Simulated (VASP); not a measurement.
**AlNi: electric field gradients with PBE**

The system is AlNi.

```
Al Ni
1.0
     2.88100    0.00000    0.00000
     0.00000    2.88100    0.00000
     0.00000    0.00000    2.85219
Al Ni
1 1
Cartesian
  0.0000 0.0000 0.0000
  1.4405 1.4405 1.4261
```

This cell differs from its parent crystal: zz strain of -1 %.

```yaml
Program: VASP 6.6.1
Task: electric field gradients
Functional: PBE
Potentials_or_basis: VASP PAW PBE potentials, release 64 (Al, Ni)
Cutoff: 520 eV
k_mesh: 13 × 13 × 13
Occupations: fermi-dirac, width 0.05 eV
Spin: collinear spin, ferromagnetic start
Starting_moments: "[0.0, 1.5] μB"
Dipole_correction: no
Further_INCAR_settings: ALGO = Normal; EDIFF = 1e-08; NBANDS = 18
```

The pressure is 3.7 GPa and the net moment is 0.00 μB per cell. The largest electric field gradient by atom is Al -0.5; Ni -2.4 V/Å² and the valence electrons inside the program's atomic spheres are Al 0.80; Ni 9.48.

Stress tensor (GPa, compression positive):
```
3.32 0.00 0.00
0.00 3.32 0.00
0.00 0.00 4.45
```

Levels at points of the mesh, in eV from the Fermi level:
Spin up:
```csv
k point,band 4,band 5,band 6,band 7,band 8,band 9
"(0.00, 0.00, 0.00)",-1.56,-1.53,-1.53,5.44,5.44,5.80
```
Spin down:
```
           k point  band 4  band 5  band 6  band 7  band 8  band 9
(0.00, 0.00, 0.00)   -1.56   -1.53   -1.53    5.44    5.44    5.80
```

Electric field gradients, principal values (V/Å²):
```csv
atom,least,middle,greatest (by size)
1 Al,0.250,0.250,-0.500
2 Ni,1.178,1.178,-2.356
```

Wall time 72 s on 1 thread of Intel(R) Xeon(R) Platinum 8488C (Sapphire Rapids), on a shared host, peak memory 0.24 GiB.

Caveat: the cell differs from its parent crystal (zz strain of -1 %); the cell stands under pressure; without QUAD_EFG the Cq values of the log hold for a quadrupole moment of 1 mb, not for the nuclei.
